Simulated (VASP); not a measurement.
Write the native input for VASP 6.6.1 that does the following.

| Quantity | Value |
| --- | --- |
| Task | single point |
| Functional | HSE06 |
| Potentials or basis | VASP PAW PBE potentials, release 64 (C) |
| Cutoff | 520 eV |
| k mesh | 8 × 8 × 8 |
| Occupations | gaussian, width 0.02 eV |
| Spin | no spin polarisation |
| Dipole correction | no |
| Grid for exact exchange (PRECFOCK) | Normal |
| Further INCAR settings | ALGO = Normal; EDIFF = 1e-07; NBANDS = 11 |
| Share of exact exchange | 0.25 |
| Screening parameter | 0.2079 1/Å |

C:

```xyz
2
Lattice="0.0000 1.7366 1.7366 1.7366 0.0000 1.7366 1.7366 1.7366 0.0000" Properties=species:S:1:pos:R:3 pbc="T T T"
C     0.0000    0.0000    0.0000
C     0.8683    0.8683    0.8683
```

These files were run (other wordings do the same):

POSCAR

```
C
1.0
    0.0000000000      1.7365577780      1.7365577780
    1.7365577780      0.0000000000      1.7365577780
    1.7365577780      1.7365577780      0.0000000000
C
2
Direct
    0.0000000000      0.0000000000      0.0000000000
    0.2500000000      0.2500000000      0.2500000000
```

INCAR.step1

```
PREC     = Accurate       # precision mode
ENCUT    = 520            # plane-wave cutoff, eV
EDIFF    = 1E-5           # SCF threshold, eV
ISMEAR   = 0              # smearing method
SIGMA    = 0.02           # smearing width, eV
LREAL    = False          # projectors in reciprocal space
LASPH    = True           # aspherical terms in the spheres
NELM     = 80             # most SCF steps
ALGO     = Normal         # electronic algorithm
ISIF     = 2              # what is computed and relaxed
LWAVE    = True           # write WAVECAR
LCHARG   = False          # write CHGCAR
NBANDS   = 11             # bands
GGA      = PE             # functional
```

INCAR.step2

```
PREC     = Accurate       # precision mode
ENCUT    = 520            # plane-wave cutoff, eV
EDIFF    = 1E-7           # SCF threshold, eV
ISMEAR   = 0              # smearing method
SIGMA    = 0.02           # smearing width, eV
LREAL    = False          # projectors in reciprocal space
LASPH    = True           # aspherical terms in the spheres
NELM     = 80             # most SCF steps
ALGO     = Normal         # electronic algorithm
ISIF     = 2              # what is computed and relaxed
LWAVE    = False          # write WAVECAR
LCHARG   = False          # write CHGCAR
GGA      = PE             # functional
LHFCALC  = True           # exact exchange
HFSCREEN = 0.2079         # screening, 1/A
PRECFOCK = Normal       
NBANDS   = 11             # bands
ISTART   = 1
```

KPOINTS

```
regular mesh
0
Gamma
  8 8 8
```

Potentials or basis: VASP PAW PBE potentials, release 64 (C).

Run with:

```bash
$ cat potpaw_PBE.64/C/POTCAR > POTCAR
$ cp INCAR.step1 INCAR
$ mpirun -np 1 vasp_std > vasp.out
$ cp INCAR.step2 INCAR
$ mpirun -np 1 vasp_std > vasp.out
```

It gave:

| Item | Value |
| --- | --- |
| Pressure | 33.7 GPa |
| Band gap on the k mesh | 5.48 eV (least direct gap 7.21 eV) |

Caveat: the cell stands under pressure; the PAW data sets were made with another functional, which shifts forces and pressure a little.

It took 5.4 min on 1 thread of Intel(R) Xeon(R) Platinum 8488C (Sapphire Rapids) (shared host), peak memory 0.21 GiB.
